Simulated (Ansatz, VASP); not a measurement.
## Pd: VASP beside Ansatz

```
CELL_PARAMETERS angstrom
0.00000 1.93185 1.93185
1.93185 0.00000 1.93185
1.93185 1.93185 0.00000
ATOMIC_POSITIONS crystal
Pd 0.00000 0.00000 0.00000
```

Change from the starting cell: volume scaled by 0.98.

Alike in both runs: task single point; functional PBE; k mesh 18 × 18 × 18; occupations fermi-dirac, width 0.05 eV; no spin polarisation.

|  | VASP | Ansatz |
| --- | --- | --- |
| version | VASP 6.6.1 | Ansatz 0.2.0 |
| potentials or method | VASP PAW PBE potentials, release 64 (Pd), cutoff 520 eV | all-electron LAPW, scalar-relativistic |

|  | VASP | Ansatz | Ansatz less VASP |
| --- | --- | --- | --- |
| pressure (GPa) | 11.7 | 12.0 | +0.28 |

Ansatz ran all-electron here, and VASP with PAW potentials.
